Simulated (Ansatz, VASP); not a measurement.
## GaAs: VASP beside Ansatz

```
Ga As
1.0
     0.00000    2.87269    2.87269
     2.87269    0.00000    2.87269
     2.87269    2.87269    0.00000
Ga As
1 1
Direct
  0.00000 0.00000 0.00000
  0.25000 0.25000 0.25000
```

Alike in both runs: task single point; functional PBE; k mesh 10 × 10 × 10; occupations gaussian, width 0.01 eV; no spin polarisation.

|  | VASP | Ansatz |
| --- | --- | --- |
| version | VASP 6.6.1 | Ansatz 0.2.0 |
| potentials or method | VASP PAW PBE potentials, release 64 (Ga_d, As), cutoff 500 eV | scalar-relativistic, plane waves, PAW |
| valence electrons in the cell | 18 | 28 |

Ansatz gave:

```
gap on the k mesh at the Fermi level (eV) : 0.16
least direct gap on the mesh (eV)         : 0.16
pressure (GPa)                            : 0.0
```

Question: What did VASP give for the same quantities?

Answer: gap on the k mesh at the Fermi level (eV): 0.16; least direct gap on the mesh (eV): 0.16; pressure (GPa): 0.1.

With one functional, cell and mesh, what is left measures potentials, basis and numerics. VASP's potentials hold 18 valence electrons a cell and Ansatz's 28, so a difference there can come from the potentials and not from the codes.
